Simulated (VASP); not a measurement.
Si4O, 5 atoms in the cell. Symmetry: P-3m1, No. 164, trigonal system. Conventional cell: a = 2.776 Å, b = 2.776 Å, c = 9.844 Å, α = 90.00°, β = 90.00°, γ = 120.00°. Si (site symmetry 3m) has 3 O at 2.23 Å and 9 Si at 2.78 to 2.87 Å within 2.9 Å. Si (site symmetry 3m) has 12 Si at 2.55 to 2.87 Å within 3.4 Å. Within 2.9 Å of O (site symmetry -3m) lie 6 Si at 2.23 Å and 6 O at 2.78 Å. The cell was built from a structure type or drawn by symmetry, and may not be a known phase.

| Property | Result |
| --- | --- |
| Program | VASP 6.6.1 |
| Task | relaxation of cell and atoms |
| Functional | PBE |
| Potentials or basis | VASP PAW PBE potentials, release 64 (Si, O) |
| Cutoff | 600 eV |
| k mesh | 18 × 18 × 4 |
| Occupations | gaussian, width 0.1 eV |
| Spin | no spin polarisation |
| Dipole correction | no |
| Further INCAR settings | ALGO = Normal; EDIFF = 1e-07; IBRION = 2; EDIFFG = -0.01; NSW = 100; ISIF = 3 |

Potentials or basis: VASP PAW PBE potentials, release 64 (Si, O).

Command:

```sh
$ cat potpaw_PBE.64/Si/POTCAR potpaw_PBE.64/O/POTCAR > POTCAR
$ mpirun -np 1 vasp_std > vasp.out
```

Hardware: 1 thread of Intel(R) Xeon(R) Platinum 8488C (Sapphire Rapids), with other jobs on the host.

Task: How long does it take, and how much memory?

Result: Wall time 30 min on 1 thread of Intel(R) Xeon(R) Platinum 8488C (Sapphire Rapids) (shared host), peak memory 0.31 GiB. Counts: scf iterations 146, k points 138, ion steps 18.
